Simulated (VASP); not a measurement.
# N: single point with LDA

The system is N.

```
N
1.0
     0.00000    1.58774    1.58774
     1.58774    0.00000    1.58774
     1.58774    1.58774    0.00000
N
1
Direct
  0.00000 0.00000 0.00000
```

This cell differs from its parent crystal: functional LDA, strained.

```json
{
  "Program": "VASP 6.6.1",
  "Task": "single point",
  "Functional": "LDA",
  "Potentials or basis": "VASP PAW LDA potentials, release 64 (N)",
  "Cutoff": "520 eV",
  "k mesh": "22 × 22 × 22",
  "Occupations": "gaussian, width 0.1 eV",
  "Spin": "no spin polarisation"
}
```

```json
{"Pressure": "-21.7 GPa"}
```

Levels at points of the mesh, in eV from the Fermi level:
```tsv
k point	band 1	band 2	band 3	band 4	band 5	band 6
(0.00, 0.00, 0.00)	-19.23	3.74	3.74	3.74	22.10	31.03
(0.50, 0.00, 0.00)	-12.87	-7.66	2.65	2.65	21.35	25.45
(0.50, 0.50, 0.00)	-10.53	-6.28	0.13	0.13	14.67	18.29
```

Run time: 13 s on 1 thread of Intel(R) Xeon(R) Platinum 8488C (Sapphire Rapids), with other jobs on the host, peak memory 0.12 GiB.

Caveat: the cell differs from its parent crystal (functional LDA, strained).
